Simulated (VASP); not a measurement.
# Ti2Te: single point with r2SCAN+U

The system is Ti2Te.

```
CELL_PARAMETERS angstrom
4.01925 0.00000 0.00000
-2.00963 3.48077 0.00000
0.00000 0.00000 5.41077
ATOMIC_POSITIONS crystal
Ti 0.66667 0.33333 0.31985
Ti 0.33333 0.66667 0.68015
Te 0.00000 0.00000 0.00000
```

```json
{
  "Program": "VASP 6.6.1",
  "Task": "single point",
  "Functional": "r2SCAN",
  "Potentials or basis": "VASP PAW PBE potentials, release 64 (Ti_sv, Te)",
  "Cutoff": "520 eV",
  "k mesh": "12 × 12 × 8",
  "Occupations": "gaussian, width 0.1 eV",
  "Spin": "no spin polarisation",
  "Hubbard terms": "Ti d U = 4.0 eV",
  "Dipole correction": "no",
  "Further INCAR settings": "ALGO = Normal; EDIFF = 1e-06; NBANDS = 22"
}
```

The pressure is -6.0 GPa, the largest force is 0.350 eV/Å and the band gap on the k mesh is zero (bands 15 and 16 overlap by 0.61 eV).

Forces on the atoms (eV/Å):
```
Ti   0.000  0.000 -0.350
Ti   0.000  0.000  0.350
Te   0.000  0.000  0.000
```

Stress tensor (GPa, compression positive):
```
-7.77  0.00  0.00
 0.00 -7.77  0.00
 0.00  0.00 -2.47
```

Levels at points of the mesh, in eV from the Fermi level:
| k point | band 13 | band 14 | band 15 | band 16 | band 17 | band 18 |
| --- | --- | --- | --- | --- | --- | --- |
| (0.00, 0.00, 0.00) | -2.78 | -0.84 | -0.84 | 1.07 | 1.11 | 1.11 |
| (0.50, 0.00, 0.00) | -1.27 | -1.04 | -0.48 | 0.30 | 0.92 | 1.57 |
| (0.00, 0.00, 0.50) | -0.20 | 0.43 | 0.43 | 0.70 | 0.70 | 0.71 |
| (0.50, 0.00, 0.50) | -1.86 | -0.96 | -0.50 | 0.54 | 0.84 | 1.63 |

Eigenvalues of the final occupation matrices:
| site | spin | trace | eigenvalues |
| --- | --- | --- | --- |
| site 1 d | 1 | 0.86 | 0.05 0.05 0.07 0.34 0.34 |
| site 1 d | 2 | 0.86 | 0.05 0.05 0.07 0.34 0.34 |
| site 2 d | 1 | 0.86 | 0.05 0.05 0.07 0.34 0.34 |
| site 2 d | 2 | 0.86 | 0.05 0.05 0.07 0.34 0.34 |

It took 7.7 min on 1 thread of Intel(R) Xeon(R) 6975P-C (Granite Rapids), on a shared host, peak memory 0.34 GiB.

Caveat: the stress differs along the axes, from -8 to -2 GPa; the PAW data sets were made with another functional, which shifts forces and pressure a little; spin-orbit coupling is left out, which moves the levels of the heavy elements; U without spin polarisation on a metal has little footing; the U is typed as a test and isn't derived for this compound.
